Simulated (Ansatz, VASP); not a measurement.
# One calculation of Rb, two programs

The input INCAR:

```
SYSTEM = Rb
ALGO = Normal
EDIFF = 1E-7
ENCUT = 520
GGA = PE
ISIF = 2
ISMEAR = -1
LASPH = .TRUE.
LCHARG = .FALSE.
LREAL = .FALSE.
LWAVE = .FALSE.
NBANDS = 16
NELM = 60
PREC = Accurate
SIGMA = 0.05
```

File KPOINTS:

```
k-points
0
G
  6 6 3
  0 0 0
```

The input POSCAR:

```
Rb
1.0
    2.5038723757     -4.3846478462      0.0000000000
    2.5038723757      4.3846478462      0.0000000000
    0.0000000000      0.0000000000      8.3338266037
Rb
2
Direct
    0.1602887400      0.8397112600      0.7500000000
    0.8397112600      0.1602887400      0.2500000000
```

Contents of input.yaml:

```yaml
crystal:
  lattice:
    - [2.5038723757, -4.3846478462, 0.0]
    - [2.5038723757, 4.3846478462, 0.0]
    - [0.0, 0.0, 8.3338266037]
  atoms:
    - { symbol: Rb, position: [0.16028874, 0.83971126, 0.75] }
    - { symbol: Rb, position: [0.83971126, 0.16028874, 0.25] }
hamiltonian:
  xc: pbe
  pseudopotentials: { kind: paw }
kpoints:
  mp_grid: { grid: [6, 6, 3] }
scf:
  occupations: { method: fermi_dirac, width: 0.05 }
output:
  forces: true
  stress: true
  eigenvalues: true
```

Alike in both runs: task single point; functional PBE; k mesh 6 × 6 × 3; occupations fermi-dirac, width 0.05 eV; no spin polarisation.

|  | VASP | Ansatz |
| --- | --- | --- |
| version | VASP 6.6.1 | Ansatz 0.2.0 |
| potentials or method | VASP PAW PBE potentials, release 64 (Rb_sv) | Ansatz PAW |
| plane-wave cutoff (eV) | 520 | 420 |
| valence electrons in the cell | 18 | 18 |

```csv
,VASP,Ansatz,Ansatz less VASP
gap on the k mesh at the Fermi level (eV),none,none,-
pressure (GPa),0.0,0.0,0.00
"traceless stress, the component that is largest in VASP (GPa)",-0.07,-0.07,0.000
```

A gap of «none» marks a metal or a gap that the smearing closes.
